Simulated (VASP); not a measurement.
Here is a VASP 6.6.1 calculation.

File INCAR:

```
PREC = Accurate ; ENCUT = 520
EDIFF = 1E-6 ; ISMEAR = 0
SIGMA = 0.1 ; LREAL = False
LASPH = True ; NELM = 60
ALGO = Normal ; ISIF = 2
LWAVE = False ; LCHARG = False
LDIPOL = True ; IDIPOL = 3
DIPOL = 0.5 0.5 0.500 ; GGA = CA
NBANDS = 21
```

KPOINTS

```
regular mesh
0
Gamma
  12 12 1
```

Contents of POSCAR:

```
Ge
1.0
    3.8950000000      0.0000000000      0.0000000000
   -1.9475000000      3.3731689477      0.0000000000
    0.0000000000      0.0000000000     28.0000000000
Ge
2
Direct
    0.3333333333      0.6666666667      0.5101964286
    0.6666666667      0.3333333333      0.4898035714
```

Potentials or basis: VASP PAW LDA potentials, release 64 (Ge_d).

Run with:

```console
$ cat potpaw_LDA.64/Ge_d/POTCAR > POTCAR
$ mpirun -np 1 vasp_std > vasp.out
```

Problem. Estimate the largest force.

Solution. 0.315 eV/Å.

Problem. What does it give for the band gap on the k mesh?

Solution. Zero (filled and empty bands touch).

Forces on the atoms (eV/Å):
```
Ge   0.000  0.000  0.315
Ge   0.000  0.000 -0.315
```
